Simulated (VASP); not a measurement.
Here is a VASP 6.6.1 calculation.

File INCAR:

```
PREC     = Accurate       # precision mode
ENCUT    = 600            # plane-wave cutoff, eV
EDIFF    = 1E-6           # SCF threshold, eV
ISMEAR   = 0              # smearing method
SIGMA    = 0.1            # smearing width, eV
LREAL    = False          # projectors in reciprocal space
LASPH    = True           # aspherical terms in the spheres
NELM     = 60             # most SCF steps
ALGO     = Fast           # electronic algorithm
ISIF     = 3              # what is computed and relaxed
LWAVE    = False          # write WAVECAR
LCHARG   = False          # write CHGCAR
GGA      = PE             # functional
IBRION   = 2              # ionic algorithm
NSW      = 100            # ionic steps
EDIFFG   = -0.01          # ionic threshold
```

KPOINTS

```
Automatic mesh
0
Gamma
  18 18 4
```

The input POSCAR:

```
Nb3C2
1.0
    2.7688916884      0.0000000000      0.0000000000
   -1.3844458442      2.3979305425      0.0000000000
    0.0000000000      0.0000000000      9.9569790440
Nb C
3 2
Direct
    0.6666666667      0.3333333333      0.2267149135
    0.6666666667      0.3333333333      0.7732850865
    0.6666666667      0.3333333333      0.5000000000
    0.6666666667      0.3333333333      0.0000000000
    0.0000000000      0.0000000000      0.0000000000
```

Potentials or basis: VASP PAW PBE potentials, release 64 (Nb_sv, C).

Run with:

```bash
$ cat potpaw_PBE.64/Nb_sv/POTCAR potpaw_PBE.64/C/POTCAR > POTCAR
$ mpirun -np 1 vasp_std > vasp.out
```

(1) Estimate the relaxed cell.

(2) What does it give for the relaxed volume?

(3) Estimate the space group after relaxing (to 0.1 Å).

(4) Predict the band gap on the k mesh.

Results:

(1) a = 2.775 Å, b = 2.775 Å, c = 9.975 Å, α = 90.00°, β = 90.00°, γ = 120.00°.

(2) 13.30 Å³/atom.

(3) P-6m2 (No. 187).

(4) zero (an odd number of electrons rules out a gap without spin polarisation).
